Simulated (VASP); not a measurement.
# K3W (Fm-3m) in VASP: single point with PBE

Aim: the single point of K3W with PBE.

Program: VASP 6.6.1. These are calculated values, not measurements. Logs are shortened: lines on timing, memory, paths and dates and some standing lists are left out, and cuts for length are marked.

**1. The cell of the first run**

The structure is cubic, space group Fm-3m (No. 225). Conventional cell: a = 8.054 Å, b = 8.054 Å, c = 8.054 Å, α = 90.00°, β = 90.00°, γ = 90.00°. K (site symmetry -43m) has 10 K at 3.49 to 4.03 Å and 4 W at 3.49 Å within 4.6 Å. Within 4.6 Å of K (site symmetry m-3m) lie 8 K at 3.49 Å and 6 W at 4.03 Å. Within 4.6 Å of W (site symmetry m-3m) lie 14 K at 3.49 to 4.03 Å.

**2. Single point, PBE**

Input file INCAR:

```
  PREC = Accurate
  ENCUT = 520
  EDIFF = 1E-7
  ISMEAR = 0
  SIGMA = 0.1
  LREAL = False
  LASPH = True
  NELM = 80
  ALGO = Normal
  ISIF = 2
  LWAVE = False
  LCHARG = False
  GGA = PE
  NBANDS = 28
```

Input file KPOINTS:

```
Automatic mesh
0
Gamma
  4 4 4
```

Input file POSCAR:

```
K3W
1.0
    0.0000000000      4.0271676700      4.0271676700
    4.0271676700      0.0000000000      4.0271676700
    4.0271676700      4.0271676700      0.0000000000
K W
3 1
Direct
    0.7500000000      0.7500000000      0.7500000000
    0.5000000000      0.5000000000      0.5000000000
    0.2500000000      0.2500000000      0.2500000000
    0.0000000000      0.0000000000      0.0000000000
```

Potentials or basis: VASP PAW PBE potentials, release 64 (K_sv, W_sv).

The run is started by

```console
$ cat potpaw_PBE.64/K_sv/POTCAR potpaw_PBE.64/W_sv/POTCAR > POTCAR
$ mpirun -np 1 vasp_std > vasp.out
```

OUTCAR:

```text
PREC = Accurate
   ENCUT = 520
   EDIFF = 1E-7
   ISMEAR = 0
   LREAL = False
   LASPH = True
   NELM = 80
   ISIF = 2
   GGA = PE

 ion  position               nearest neighbor table
   1  0.750  0.750  0.750-   2 3.49   2 3.49   2 3.49   4 3.49   4 3.49   4 3.49   4 3.49   2 3.49

   2  0.500  0.500  0.500-   3 3.49   3 3.49   3 3.49   1 3.49   1 3.49   1 3.49   3 3.49   1 3.49

   3  0.250  0.250  0.250-   4 3.49   4 3.49   4 3.49   2 3.49   2 3.49   2 3.49   4 3.49   2 3.49

   4  0.000  0.000  0.000-   1 3.49   1 3.49   1 3.49   3 3.49   3 3.49   3 3.49   3 3.49   1 3.49

  LATTYP: Found a face centered cubic cell.
 ALAT       =     8.0543353400

  Lattice vectors:

 A1 = (   0.0000000000,   4.0271676700,   4.0271676700)
 A2 = (   4.0271676700,   0.0000000000,   4.0271676700)
 A3 = (   4.0271676700,   4.0271676700,   0.0000000000)

Analysis of symmetry for initial positions (statically):
=====================================================================
 Subroutine PRICEL returns:
 Original cell was already a primitive cell.

 Routine SETGRP: Setting up the symmetry group for a
 face centered cubic supercell.

 Subroutine GETGRP returns: Found 48 space group operations
 (whereof 48 operations were pure point group operations)
 out of a pool of 48 trial point group operations.

The static configuration has the point symmetry O_h .

Analysis of symmetry for dynamics (positions and initial velocities):
=====================================================================
 Subroutine PRICEL returns:
 Original cell was already a primitive cell.

 Routine SETGRP: Setting up the symmetry group for a
 face centered cubic supercell.

 Subroutine GETGRP returns: Found 48 space group operations
 (whereof 48 operations were pure point group operations)
 out of a pool of 48 trial point group operations.

The dynamic configuration has the point symmetry O_h .

 Subroutine INISYM returns: Found 48 space group operations
 (whereof 48 operations are pure point group operations),
 and found     1 'primitive' translations

----------------------------------------------------------------------------------------

                                     Primitive cell

  volume of cell :     130.6259

  direct lattice vectors                    reciprocal lattice vectors
     0.000000000  4.027167670  4.027167670    -0.124156738  0.124156738  0.124156738
     4.027167670  0.000000000  4.027167670     0.124156738 -0.124156738  0.124156738
     4.027167670  4.027167670  0.000000000     0.124156738  0.124156738 -0.124156738

  length of vectors
     5.695275137  5.695275137  5.695275137     0.215045778  0.215045778  0.215045778

  position of ions in fractional coordinates (direct lattice)
     0.750000000  0.750000000  0.750000000
     0.500000000  0.500000000  0.500000000
     0.250000000  0.250000000  0.250000000
     0.000000000  0.000000000  0.000000000

  ion indices of the primitive-cell ions
   primitive index   ion index
                 1           1
                 2           2
                 3           3
                 4           4

----------------------------------------------------------------------------------------

 KPOINTS: Automatic mesh

Automatic generation of k-mesh.
 Grid dimensions read from file:
 generate k-points for:    4    4    4

 Generating k-lattice:

  Cartesian coordinates                     Fractional coordinates (reciprocal lattice)
    -0.031039184  0.031039184  0.031039184     0.250000000  0.000000000  0.000000000
     0.031039184 -0.031039184  0.031039184     0.000000000  0.250000000  0.000000000
     0.031039184  0.031039184 -0.031039184     0.000000000  0.000000000  0.250000000

  Length of vectors
     0.053761444  0.053761444  0.053761444

  Shift w.r.t. Gamma in fractional coordinates (k-lattice)
     0.000000000  0.000000000  0.000000000

 Subroutine IBZKPT returns following result:
 ===========================================

 Found      8 irreducible k-points:

 Following reciprocal coordinates:
            Coordinates               Weight
  0.000000  0.000000  0.000000      1.000000
  0.250000  0.000000  0.000000      8.000000
  0.500000  0.000000  0.000000      4.000000
  0.250000  0.250000  0.000000      6.000000
  0.500000  0.250000  0.000000     24.000000
 -0.250000  0.250000  0.000000     12.000000
  0.500000  0.500000  0.000000      3.000000
 -0.250000  0.500000  0.250000      6.000000
   k-points           NKPTS =      8   k-points in BZ     NKDIM =      8   number of bands    NBANDS=     28
   number of dos      NEDOS =    301   number of ions     NIONS =      4
   total plane-waves  NPLWV =  74088
   dimension x,y,z NGX =    42 NGY =   42 NGZ =   42
   dimension x,y,z NGXF=    84 NGYF=   84 NGZF=   84
   ions per type =               3   1
   NGX,Y,Z   is equivalent  to a cutoff of  12.26, 12.26, 12.26 a.u.
   NGXF,Y,Z  is equivalent  to a cutoff of  24.52, 24.52, 24.52 a.u.
 SYSTEM =  unknown system
   PREC   = accura    normal or accurate (medium, high low for compatibility)
   ISTART =      0    job   : 0-new  1-cont  2-samecut
   ICHARG =      2    charge: 1-file 2-atom 10-const
   ISPIN  =      1    spin polarized calculation?
   LNONCOLLINEAR =      F non collinear calculations
   LSORBIT =      F    spin-orbit coupling
   LASPH  =      T    aspherical Exc in radial PAW
   ENCUT  =  520.0 eV  38.22 Ry    6.18 a.u.  10.59 10.59 10.59*2*pi/ulx,y,z
   NELM   =     80;   NELMIN=  2; NELMDL= -5     # of ELM steps
   EDIFF  = 0.1E-06   stopping-criterion for ELM
   LREAL  =      F    real-space projection
   EDIFFG = 0.1E-05   stopping-criterion for IOM
   NSW    =      0    number of steps for IOM
   IBRION =     -1    ionic relax: 0-MD 1-quasi-New 2-CG
   NFREE  =      0    steps in history (QN), initial steepest desc. (CG)
   ISIF   =      2    stress and relaxation
   ISYM   =      2    0-nonsym 1-usesym 2-fastsym
   POTIM  = 0.5000    time-step for ionic-motion
   TEBEG  =    0.0;   TEEND  =   0.0 temperature during run
   PSTRESS=    0.0 pullay stress
   NELECT =      41.0000    total number of electrons
   NUPDOWN=      -1.0000    fix difference up-down
   EMIN   =  10.00;   EMAX   =-10.00  energy-range for DOS
   EFERMI =   0.00;   METHOD = LEGACY
   ISMEAR =     0;   SIGMA  =   0.10  broadening in eV -4-tet -1-fermi 0-gaus
   EFERMI_NEDOS =   21; number of points for ismear=-14 and -15
   IALGO  =     38    algorithm
   IMIX   =      4    mixing-type and parameters
     AMIX     =   0.40;   BMIX     =  1.00
     AMIX_MAG =   1.60;   BMIX_MAG =  1.00
  volume/ion in A,a.u.               =      32.66       220.38
  Fermi-wavevector in a.u.,A,eV,Ry     =   1.112568  2.102448 16.841382  1.237807
  Thomas-Fermi vector in A             =   2.249143
   LORBIT       =      0    0 simple, 1 ext, 2 COOP (PROOUT), +10 PAW based schemes
   GGA     = PE    functional components
   LHFCALC =     F    Hartree Fock is set to
   AEXX    =    0.0000 exact exchange contribution
   IVDW    =     0    specifies the selected vdW correction
   LEPSILON=     F    determine dielectric tensor
   LRPA    =     F    only Hartree local field effects (RPA)
 non-spin polarized calculation
 Gauss-broadening in eV      SIGMA  =   0.10
  energy-cutoff  :      520.00
  volume of cell :      130.63
 maximum number of plane-waves:      3543
   NGX = 21   NGY = 21   NGZ = 21

 number of electron      41.0000000 magnetization

 Free energy of the ion-electron system (eV)
  ---------------------------------------------------
  ext. energy  EPLUGINS =         0.00000000
  ---------------------------------------------------
  free energy    TOTEN  =        -8.10914127 eV

  energy without entropy =       -8.04184327  energy(sigma->0) =       -8.07549227

 E-fermi :   2.0825     XC(G=0):  -8.4428

 val. band max:        2.0735236864   @ k =   0.5000   0.2500   0.0000
 cond. band min:       2.0933834719   @ k =   0.0000   0.0000   0.0000
 fundamental gap:      0.0198597855
 Fermi energy:         2.0825025040

 k-point     1 :       0.0000    0.0000    0.0000
  band No.  band energies     occupation
      1     -71.4819      2.00000
      2     -35.6755      2.00000
      3     -35.6755      2.00000
      4     -35.6755      2.00000
      5     -29.2700      2.00000
      6     -28.6979      2.00000
[... 20 lines left out ...]
     27       6.2481      0.00000
     28       6.5920      0.00000

 k-point     2 :       0.2500    0.0000    0.0000
  band No.  band energies     occupation
      1     -71.4819      2.00000
      2     -35.6756      2.00000
      3     -35.6755      2.00000
      4     -35.6755      2.00000
      5     -29.2663      2.00000
      6     -28.6967      2.00000
[... 20 lines left out ...]
     27       6.2600      0.00000
     28       6.3087      0.00000

 k-point     3 :       0.5000    0.0000    0.0000
  band No.  band energies     occupation
      1     -71.4819      2.00000
      2     -35.6757      2.00000
      3     -35.6755      2.00000
      4     -35.6755      2.00000
      5     -29.2626      2.00000
      6     -28.6914      2.00000
[... 20 lines left out ...]
     27       6.0739      0.00000
     28       6.0739      0.00000

 k-point     4 :       0.2500    0.2500    0.0000
  band No.  band energies     occupation
      1     -71.4819      2.00000
      2     -35.6756      2.00000
      3     -35.6755      2.00000
      4     -35.6755      2.00000
      5     -29.2651      2.00000
      6     -28.6971      2.00000
[... 20 lines left out ...]
     27       6.1403      0.00000
     28       6.1569      0.00000

 k-point     5 :       0.5000    0.2500    0.0000
  band No.  band energies     occupation
      1     -71.4819      2.00000
      2     -35.6757      2.00000
      3     -35.6756      2.00000
      4     -35.6755      2.00000
      5     -29.2615      2.00000
      6     -28.6938      2.00000
[... 20 lines left out ...]
     27       5.9694      0.00000
     28       6.0892      0.00000

 k-point     6 :      -0.2500    0.2500    0.0000
  band No.  band energies     occupation
      1     -71.4819      2.00000
      2     -35.6757      2.00000
      3     -35.6756      2.00000
      4     -35.6755      2.00000
      5     -29.2627      2.00000
      6     -28.6940      2.00000
[... 20 lines left out ...]
     27       6.0216      0.00000
     28       6.6147      0.00000

 k-point     7 :       0.5000    0.5000    0.0000
  band No.  band energies     occupation
      1     -71.4819      2.00000
      2     -35.6758      2.00000
      3     -35.6755      2.00000
      4     -35.6755      2.00000
      5     -29.2603      2.00000
      6     -28.6963      2.00000
[... 20 lines left out ...]
     27       5.7090      0.00000
     28       6.0209      0.00000

 k-point     8 :      -0.2500    0.5000    0.2500
  band No.  band energies     occupation
      1     -71.4819      2.00000
      2     -35.6757      2.00000
      3     -35.6757      2.00000
      4     -35.6756      2.00000
      5     -29.2603      2.00000
      6     -28.6909      2.00000
[... 20 lines left out ...]
     27       5.8609      0.00000
     28       5.8609      0.00000

------------------------ aborting loop because EDIFF is reached ----------------------------------------

  FORCE on cell =-STRESS in cart. coord.  units (eV):
  Direction    XX          YY          ZZ          XY          YZ          ZX
  --------------------------------------------------------------------------------------
  -------------------------------------------------------------------------------------
  Total        2.6262520      2.6262520      2.6262520      0.0000000     -0.0000000      0.0000000
  in kB       32.2120111     32.2120111     32.2120111      0.0000000     -0.0000000      0.0000000
  external PRESSURE =      32.2120111 kB  Pullay stress =       0.0000000 kB

 VOLUME and BASIS-vectors are now :
 -----------------------------------------------------------------------------
  energy-cutoff  :      520.00
  volume of cell :      130.63
      direct lattice vectors                 reciprocal lattice vectors
     0.000000000  4.027167670  4.027167670    -0.124156738  0.124156738  0.124156738
     4.027167670  0.000000000  4.027167670     0.124156738 -0.124156738  0.124156738
     4.027167670  4.027167670  0.000000000     0.124156738  0.124156738 -0.124156738

 POSITION                                       TOTAL-FORCE (eV/Angst)
 -----------------------------------------------------------------------------------
      6.04075      6.04075      6.04075         0.000000      0.000000      0.000000
      4.02717      4.02717      4.02717        -0.000000     -0.000000      0.000000
      2.01358      2.01358      2.01358        -0.000000     -0.000000     -0.000000
      0.00000      0.00000      0.00000        -0.000000     -0.000000      0.000000
 -----------------------------------------------------------------------------------
    total drift:                               -0.000000     -0.000000      0.000000

  FREE ENERGIE OF THE ION-ELECTRON SYSTEM (eV)
  ---------------------------------------------------
  free  energy   TOTEN  =        -8.1091412699 eV

  energy  without entropy=       -8.0418432679  energy(sigma->0) =       -8.07549227
```

Wall time 68 s (1 thread of Intel Xeon 8259CL, shared host); peak memory 0.25 GiB.

What came out:

```yaml
Free_energy: -8.1091 eV
Pressure: 3.2 GPa
Band_gap_on_the_k_mesh: zero (an odd number of electrons rules out a gap without spin polarisation)
```

Caveat: the cell stands under pressure; spin-orbit coupling is left out, which moves the levels of the heavy elements.
